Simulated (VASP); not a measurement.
Here is a VASP 6.6.1 calculation.

INCAR

```
SYSTEM = FeO
PREC = Accurate
ENCUT = 520
EDIFF = 1E-7
ISMEAR = 0
SIGMA = 0.05
LREAL = .False.
LASPH = .True.
NELM = 150
ALGO = Normal
ISIF = 2
LWAVE = .False.
LCHARG = .False.
ISPIN = 2
MAGMOM = 1.96 0.04
LORBIT = 11
LMAXMIX = 4
LDAU = .True.
LDAUTYPE = 2
LDAUL = 2 -1
LDAUU = 5 0
LDAUJ = 0 0
LDAUPRINT = 1
GGA = PS
NBANDS = 18
```

File KPOINTS:

```
regular mesh
0
Gamma
  8 8 8
  0 0 0
```

File POSCAR:

```
FeO
1.0
    0.0000000000      2.1554001600      2.1554001600
    2.1554001600      0.0000000000      2.1554001600
    2.1554001600      2.1554001600      0.0000000000
Fe O
1 1
Direct
    0.0000000000      0.0000000000      0.0000000000
    0.5000000000      0.5000000000      0.5000000000
```

Potentials or basis: VASP PAW PBE potentials, release 64 (Fe, O).

Launch:

```console
$ cat potpaw_PBE.64/Fe/POTCAR potpaw_PBE.64/O/POTCAR > POTCAR
$ mpirun -np 1 vasp_std > vasp.out
```

Task: Estimate the pressure.

Result: -8.8 GPa.

Task: What does it give for the band gap on the k mesh?

Result: Zero (filled and empty bands overlap).

Eigenvalues of the final occupation matrices:
```
    site  spin  trace               eigenvalues
site 1 d     1   4.96  0.97 0.97 0.97 1.02 1.02
site 1 d     2   1.14  0.10 0.10 0.31 0.31 0.31
```

Caveat: the PAW data sets were made with another functional, which shifts forces and pressure a little; a cell with one magnetic atom can't hold antiferromagnetic order, which such compounds often take. The state reached can hang on the start; a lower one may exist.
